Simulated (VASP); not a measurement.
Here is a VASP 6.6.1 calculation.

Contents of INCAR:

```
ALGO = Normal ; EDIFF = 1E-6
ENCUT = 520 ; GGA = PS
ISIF = 2 ; ISMEAR = -1
LASPH = T ; LCHARG = F
LREAL = F ; LWAVE = F
NBANDS = 22 ; NELM = 60
PREC = Accurate ; SIGMA = 0.05
```

File KPOINTS:

```
k-points
0
Gamma
  12 12 7
```

POSCAR

```
Rh
1.0
    2.7580201547      0.0000000000      0.0000000000
   -1.3790105823      2.3885153250      0.0000000000
    0.0000000000      0.0000000000      4.4723382775
Rh
2
Direct
    0.6666666667      0.3333333333      0.7500000000
    0.3333333333      0.6666666667      0.2500000000
```

Potentials or basis: VASP PAW PBE potentials, release 64 (Rh_pv).

The run is started by

```console
$ cat potpaw_PBE.64/Rh_pv/POTCAR > POTCAR
$ mpirun -np 1 vasp_std > vasp.out
```

Problem. Predict the band gap on the k mesh.

Solution. Zero (bands 15 and 16 overlap by 2.16 eV).

Problem. Predict the pressure.

Solution. -19.8 GPa.

Stress tensor (GPa, compression positive):
```
-19.50   0.00   0.00
  0.00 -19.50   0.00
  0.00   0.00 -20.26
```

Caveat: the cell stands under tension; the PAW data sets were made with another functional, which shifts forces and pressure a little.
